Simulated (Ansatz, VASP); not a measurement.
Hf: VASP beside Ansatz

```
Hf
1.0
     0.00000    2.31762    2.31762
     2.31762    0.00000    2.31762
     2.31762    2.31762    0.00000
Hf
1
Direct
  0.00000 0.00000 0.00000
```

Alike in both runs: task single point; functional revPBE; k mesh 14 × 14 × 14; occupations fermi-dirac, width 0.1 eV; no spin polarisation.

|  | VASP | Ansatz |
| --- | --- | --- |
| version | VASP 6.6.1 | Ansatz 0.2.0 |
| potentials or method | VASP PAW PBE potentials, release 64 (Hf_pv), cutoff 520 eV | plane waves (420 eV) with PAW, scalar-relativistic |
| valence electrons in the cell | 10 | 26 |

Ansatz gave:

```
pressure (GPa) : -6.6
```

Problem. Which values does VASP return?

Solution. Pressure (GPa): -7.0.

VASP's potentials were made for PBE, not for revPBE. With one functional, cell and mesh, what is left measures potentials, basis and numerics. VASP's potentials hold 10 valence electrons a cell and Ansatz's 26, so a difference there can come from the potentials and not from the codes.

Neither program's run includes spin-orbit coupling.
